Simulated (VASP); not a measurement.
## KCdCO3F: single point with LDA

The system is KCdCO3F.

```xyz
7
Lattice="4.9542 0.0000 0.0000 -2.4771 4.2904 0.0000 0.0000 0.0000 4.3307" Properties=species:S:1:pos:R:3 pbc="T T T"
K     0.0000    0.0000    0.0000
Cd    2.4771    1.4301    2.1654
C     0.0000    2.8603    2.1654
O     0.0000    1.5821    2.1654
O    -1.1069    3.4994    2.1654
O     1.1069    3.4994    2.1654
F     2.4771    1.4301    0.0000
```

```json
{
  "Program": "VASP 6.6.1",
  "Task": "single point",
  "Functional": "LDA",
  "Potentials or basis": "VASP PAW LDA potentials, release 64 (K_sv, Cd, C, O, F)",
  "Cutoff": "520 eV",
  "k mesh": "6 × 6 × 6",
  "Occupations": "gaussian, width 0.02 eV",
  "Spin": "no spin polarisation"
}
```

```yaml
Pressure: 1.3 GPa
Largest_force: 0.348 eV/Å
Band_gap_on_the_k_mesh: 2.03 eV, indirect (least direct gap 2.03 eV)
```

Forces on the atoms (eV/Å):
```
K    0.000  0.000  0.000
Cd   0.000  0.000  0.000
C    0.000  0.000  0.000
O    0.000 -0.348  0.000
O   -0.302  0.174  0.000
O    0.302  0.174  0.000
F    0.000  0.000  0.000
```

Stress tensor (GPa, compression positive):
```
1.60 0.00 0.00
0.00 1.60 0.00
0.00 0.00 0.75
```

Levels at points of the mesh, in eV from the valence-band top:
```tsv
k point	band 22	band 23	band 24	band 25	band 26	band 27	band 28	band 29
(0.00, 0.00, 0.00)	-1.79	-1.60	-1.60	-0.01	2.03	5.86	6.13	9.03
(0.50, 0.00, 0.00)	-2.08	-1.56	-1.48	-0.06	4.49	5.86	5.94	8.70
(0.00, 0.00, 0.50)	-1.97	-1.47	-1.47	0.00	4.56	5.09	6.25	9.38
(0.50, 0.00, 0.50)	-1.85	-1.42	-1.12	-0.05	5.98	6.10	6.99	8.09
```

It took 110 s on 1 thread of Intel Xeon 6975P-C, with other jobs on the host, peak memory 0.25 GiB.

A k mesh can miss the band edges. LDA gaps usually lie below the measured ones, often by a third to a half.
